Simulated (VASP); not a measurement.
A run of VASP 6.6.1:

The input INCAR:

```
PREC = Accurate
ENCUT = 520
EDIFF = 1E-6
ISMEAR = 0
SIGMA = 0.1
LREAL = F
LASPH = T
NELM = 60
ALGO = Normal
ISIF = 2
LWAVE = F
LCHARG = T
GGA = PE
LELF = T
LVHAR = T
NBANDS = 36
```

The input KPOINTS:

```
Automatic mesh
0
Gamma
  12 12 12
```

Contents of POSCAR:

```
ZrNb2N3
1.0
    1.4828169902      0.8561047885      8.0013698958
   -1.4828169902      0.8561047885      8.0013698958
    0.0000000000     -1.7122095769      8.0013698958
Zr Nb N
1 2 3
Direct
    0.0000000000      0.0000000000      0.0000000000
    0.7773352898      0.7773352898      0.7773352898
    0.2226647102      0.2226647102      0.2226647102
    0.5000000000      0.5000000000      0.5000000000
    0.6088227386      0.6088227386      0.6088227386
    0.3911772614      0.3911772614      0.3911772614
```

Potentials or basis: VASP PAW PBE potentials, release 64 (Zr_sv, Nb_sv, N).

Command:

```bash
$ cat potpaw_PBE.64/Zr_sv/POTCAR potpaw_PBE.64/Nb_sv/POTCAR potpaw_PBE.64/N/POTCAR > POTCAR
$ mpirun -np 1 vasp_std > vasp.out
```

Hardware: 1 thread of Intel(R) Xeon(R) 6975P-C (Granite Rapids) (shared host).

Task: Estimate the wall time of this run.

Result: Wall time 25 min on 1 thread of Intel(R) Xeon(R) 6975P-C (Granite Rapids), on a shared host, peak memory 0.82 GiB. Counts: scf iterations 15, k points 189.
